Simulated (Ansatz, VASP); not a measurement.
Two plane-wave programs on Ba

File INCAR:

```
SYSTEM = Ba
PREC     = Accurate       ! precision mode
ENCUT    = 520            ! plane-wave cutoff, eV
EDIFF    = 1E-6           ! SCF threshold, eV
ISMEAR   = 0              ! smearing method
SIGMA    = 0.1            ! smearing width, eV
LREAL    = .False.        ! projectors in reciprocal space
LASPH    = .True.         ! aspherical terms in the spheres
NELM     = 60             ! most SCF steps
ALGO     = Fast           ! electronic algorithm
ISIF     = 2              ! what is computed and relaxed
LWAVE    = .False.        ! write WAVECAR
LCHARG   = .False.        ! write CHGCAR
GGA      = PE             ! functional
NBANDS   = 11             ! bands
```

Contents of KPOINTS:

```
Automatic mesh
0
Gamma
  10 10 10
  0 0 0
```

POSCAR

```
Ba
1.0
   -2.3799000000      2.5180250000      2.4180000000
    2.4680500000     -2.5180250000      2.5061500000
    2.3799000000      2.5180250000     -2.4180000000
Ba
1
Direct
    0.0000000000      0.0000000000      0.0000000000
```

Input for Ansatz:

```yaml
crystal:
  lattice:
    - [-2.3799, 2.518025, 2.418]
    - [2.46805, -2.518025, 2.50615]
    - [2.3799, 2.518025, -2.418]
  atoms:
    - { symbol: Ba, position: [0.0, 0.0, 0.0] }
basis:
  ecutwfc: 420
kpoints:
  mp_grid: { grid: [10, 10, 10] }
hamiltonian:
  xc: pbe
scf:
  occupations: { method: gaussian, width: 0.1 }
output:
  forces: true
  stress: true
  eigenvalues: true
  write_density: true
  write_potential: true
  elf: true
  volumetric_format: npy
```

Alike in both runs: task single point; functional PBE; k mesh 10 × 10 × 10; occupations gaussian, width 0.1 eV; no spin polarisation.

|  | VASP | Ansatz |
| --- | --- | --- |
| version | VASP 6.6.1 | Ansatz 0.2.0 |
| potentials or method | VASP PAW PBE potentials, release 64 (Ba_sv), cutoff 520 eV | scalar-relativistic, plane waves, PAW |
| valence electrons in the cell | 10 | 10 |

Ansatz gave:

```
gap on the k mesh at the Fermi level (eV)                     : none
pressure (GPa)                                                : 0.5
traceless stress, the component that is largest in VASP (GPa) : -0.37
```

Q: Which values does VASP return?

A: gap on the k mesh at the Fermi level (eV): none; pressure (GPa): 0.6; traceless stress, the component that is largest in VASP (GPa): -0.37.

A gap of «none» marks a metal or a gap that the smearing closes.

Neither program's run includes spin-orbit coupling.
